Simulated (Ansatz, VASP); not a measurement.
**One calculation of AsS2, two programs**

```xyz
3
Lattice="1.7376 1.0032 6.4554 -1.7376 1.0032 6.4554 0.0000 -2.0065 6.4554" Properties=species:S:1:pos:R:3 pbc="T T T"
As    0.0000    0.0000    0.0000
S     0.0000    0.0000   14.3729
S     0.0000    0.0000    4.9934
```

Alike in both runs: functional PBE; k mesh 18 × 18 × 18; occupations gaussian, width 0.1 eV; no spin polarisation.

Ansatz relaxed the structure, and its values are those at the end. VASP's run is a single point on that final structure, the one shown.

```csv
,VASP,Ansatz
version,VASP 6.6.1,Ansatz 0.2.0
potentials or method,"VASP PAW PBE potentials, release 64 (As, S), cutoff 520 eV","scalar-relativistic, plane waves, PAW"
valence electrons in the cell,17,27
```

VASP gave:

* gap on the k mesh at the Fermi level (eV): none
* pressure (GPa): -0.1
* rms of the force components (eV/Å): 0.006

Problem. Which values does Ansatz return?

Solution. gap on the k mesh at the Fermi level (eV): none; pressure (GPa): 0.0; rms of the force components (eV/Å): 0.003.

A gap of «none» marks a metal or a gap that the smearing closes. VASP's potentials hold 17 valence electrons a cell and Ansatz's 27, so a difference there can come from the potentials and not from the codes.
